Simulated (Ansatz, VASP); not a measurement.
# One calculation of BaRu3, two programs

```
Ba Ru
1.0
     4.45956    0.00000    0.00000
     0.00000    4.45956    0.00000
     0.00000    0.00000    4.45956
Ba Ru
1 3
Direct
  0.00000 0.00000 0.00000
  0.00000 0.50000 0.50000
  0.50000 0.50000 0.00000
  0.50000 0.00000 0.50000
```

Alike in both runs: task single point; functional PBEsol; k mesh 8 × 8 × 8; occupations gaussian, width 0.05 eV; no spin polarisation.

```csv
,VASP,Ansatz
version,VASP 6.6.1,Ansatz 0.2.0
potentials or method,"VASP PAW PBE potentials, release 64 (Ba_sv, Ru_sv), cutoff 560 eV","scalar-relativistic, plane waves, PAW"
valence electrons in the cell,58,58
```

Ansatz gave:

```
gap on the k mesh at the Fermi level (eV) : none
pressure (GPa)                            : -18.8
```

Q: Estimate VASP's values.

A: gap on the k mesh at the Fermi level (eV): none; pressure (GPa): -17.5.

VASP's potentials were made for PBE, not for PBEsol. A gap of «none» marks a metal or a gap that the smearing closes.

Spin-orbit coupling is off throughout.
